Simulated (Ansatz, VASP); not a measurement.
**One calculation of ZnS, two programs**

POSCAR

```
ZnS
1.0
    0.0000000000      2.7046490548      2.7046490548
    2.7046490548      0.0000000000      2.7046490548
    2.7046490548      2.7046490548      0.0000000000
Zn S
1 1
Direct
    0.0000000000      0.0000000000      0.0000000000
    0.7500000000      0.7500000000      0.7500000000
```

File INCAR.step1:

```
PREC = Accurate
ENCUT = 520
ISMEAR = 0
SIGMA = 0.05
LREAL = F
LASPH = T
NELM = 100
NBANDS = 16
GGA = PE
ALGO = Normal
EDIFF = 1E-4
LWAVE = T
LCHARG = F
```

Contents of INCAR.step2:

```
PREC = Accurate
ENCUT = 520
EDIFF = 1E-6
ISMEAR = 0
SIGMA = 0.05
LREAL = F
LASPH = T
NELM = 100
ALGO = Normal
ISIF = 2
LWAVE = F
LCHARG = F
METAGGA = R2SCAN
LMIXTAU = T
NBANDS = 16
ISTART = 1
```

File KPOINTS:

```
regular mesh
0
Gamma
  8 8 8
```

Input for Ansatz:

```yaml
crystal:
  lattice:
    - [0.0, 2.7046490548, 2.7046490548]
    - [2.7046490548, 0.0, 2.7046490548]
    - [2.7046490548, 2.7046490548, 0.0]
  atoms:
    - { symbol: Zn, position: [0.0, 0.0, 0.0] }
    - { symbol: S, position: [0.75, 0.75, 0.75] }
basis:
  ecutwfc: 500
  ecutrho_ratio: 4
kpoints:
  mp_grid: { grid: [8, 8, 8] }
hamiltonian:
  xc: r2scan
scf:
  occupations: { method: gaussian, width: 0.05 }
output:
  forces: true
  stress: true
  eigenvalues: true
```

Alike in both runs: task single point; functional r2SCAN; k mesh 8 × 8 × 8; occupations gaussian, width 0.05 eV; no spin polarisation.

```csv
,VASP,Ansatz
version,VASP 6.6.1,Ansatz 0.2.0
potentials or method,"VASP PAW PBE potentials, release 64 (Zn, S), cutoff 520 eV","scalar-relativistic, plane waves, PAW"
valence electrons in the cell,18,18
```

```csv
,VASP,Ansatz,Ansatz less VASP
gap on the k mesh at the Fermi level (eV),2.66,2.65,-0.009
least direct gap on the mesh (eV),2.66,2.65,-0.009
pressure (GPa),-0.8,-0.9,-0.02
```

VASP's potentials were made for PBE, not for r2SCAN.
